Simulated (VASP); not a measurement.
Write the native input for VASP 6.6.1 that does the following.

- Task: single point
- Functional: PBE
- Potentials or basis: VASP PAW PBE potentials, release 64 (Mg, O)
- Cutoff: 520 eV
- k mesh: 7 × 7 × 7
- Occupations: fermi-dirac, width 0.0666 eV
- Spin: no spin polarisation
- Dipole correction: no
- Further INCAR settings: ALGO = Normal; EDIFF = 1e-07; NBANDS = 11

The structure of MgO lies in POSCAR:

```
MgO
1.0
    0.0000000000      2.2119513600      2.2119513600
    2.2119513600      0.0000000000      2.2119513600
    2.2119513600      2.2119513600      0.0000000000
Mg O
1 1
Direct
    0.0000000000      0.0000000000      0.0000000000
    0.5000000000      0.5000000000      0.5000000000
```

The input as run:

INCAR

```
ALGO = Normal ; EDIFF = 1E-7
ENCUT = 520 ; GGA = PE
ISIF = 2 ; ISMEAR = -1
LASPH = T ; LCHARG = F
LREAL = F ; LWAVE = F
NBANDS = 11 ; NELM = 60
PREC = Accurate ; SIGMA = 0.0666
```

KPOINTS

```
k-points
0
Gamma
  7 7 7
```

Potentials or basis: VASP PAW PBE potentials, release 64 (Mg, O).

The run is started by

```console
$ cat potpaw_PBE.64/Mg/POTCAR potpaw_PBE.64/O/POTCAR > POTCAR
$ mpirun -np 1 vasp_std > vasp.out
```

It gave:

```yaml
Pressure: -14.5 GPa
Band_gap_on_the_k_mesh: 3.42 eV, direct
```

Run time: 9.5 s on 1 thread of AMD EPYC 7R13, with other jobs on the host, peak memory 0.13 GiB.
